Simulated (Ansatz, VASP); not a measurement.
One calculation of C, two programs

```
CELL_PARAMETERS angstrom
2.48936 0.00000 0.00000
-1.24468 2.15585 0.00000
0.00000 0.00000 4.22300
ATOMIC_POSITIONS crystal
C 0.33333 0.66667 0.99980
C 0.66667 0.33333 0.49980
C 0.33333 0.66667 0.37420
C 0.66667 0.33333 0.87420
```

Change from the starting cell: strained cell.

Alike in both runs: functional PBEsol; k mesh 9 × 9 × 6; occupations gaussian, width 0.02 eV; no spin polarisation.

Ansatz relaxed the structure, and its values are those at the end. VASP's run is a single point on that final structure, the one shown.

|  | VASP | Ansatz |
| --- | --- | --- |
| version | VASP 6.6.1 | Ansatz 0.2.0 |
| potentials or method | VASP PAW PBE potentials, release 64 (C_h), cutoff 1300 eV | scalar-relativistic, plane waves, PAW |
| valence electrons in the cell | 16 | 16 |

VASP gave:

```
gap on the k mesh at the Fermi level (eV) : 3.05
least direct gap on the mesh (eV)         : 4.78
pressure (GPa)                            : -3.0
```

Estimate Ansatz's values.

gap on the k mesh at the Fermi level (eV): 3.07; least direct gap on the mesh (eV): 4.77; pressure (GPa): -3.2.

VASP's potentials were made for PBE, not for PBEsol, and Ansatz warns of the same on its side. Ansatz's warnings: stress scf threshold loose.
